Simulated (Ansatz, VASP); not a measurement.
Two plane-wave programs on WSe2

```
W Se
1.0
     3.29000    0.03290    0.03290
    -1.61651    2.83277    0.01204
     0.12970    0.12970   12.97000
W Se
2 4
Direct
  0.33333 0.66667 0.25000
  0.66667 0.33333 0.75000
  0.33333 0.66667 0.62100
  0.66667 0.33333 0.12100
  0.33333 0.66667 0.87900
  0.66667 0.33333 0.37900
```

Change from the starting cell: equal xy, yz and zx shear strains of +2 %, PAW files.

Alike in both runs: task electric field gradients; functional PBEsol; k mesh 11 × 11 × 3; occupations fermi-dirac, width 0.08 eV; no spin polarisation.

|  | VASP | Ansatz |
| --- | --- | --- |
| version | VASP 6.6.1 | Ansatz 0.2.0 |
| potentials or method | VASP PAW PBE potentials, release 64 (W_sv, Se) | PAW with Ansatz's default frozen-core files, scalar-relativistic |
| plane-wave cutoff (eV) | 520 | 420 |
| valence electrons in the cell | 52 | 92 |

Ansatz gave:

* pressure (GPa): -1.0
* traceless stress, the component that is largest in VASP (GPa): -2.60
* rms of the force components (eV/Å): 0.190
* size of Vzz on the site where it differs most (V/Å²): 178.4

**Question.** What did VASP give for the same quantities?

**Answer.** Pressure (GPa): -0.6; traceless stress, the component that is largest in VASP (GPa): -2.62; rms of the force components (eV/Å): 0.186; size of Vzz on the site where it differs most (V/Å²): 161.1.

VASP's potentials were made for PBE, not for PBEsol. Atom by atom the forces differ by 0.028 eV/Å (rms over components). VASP's potentials hold 52 valence electrons a cell and Ansatz's 92, so a difference there can come from the potentials and not from the codes.

Spin-orbit coupling is off throughout.
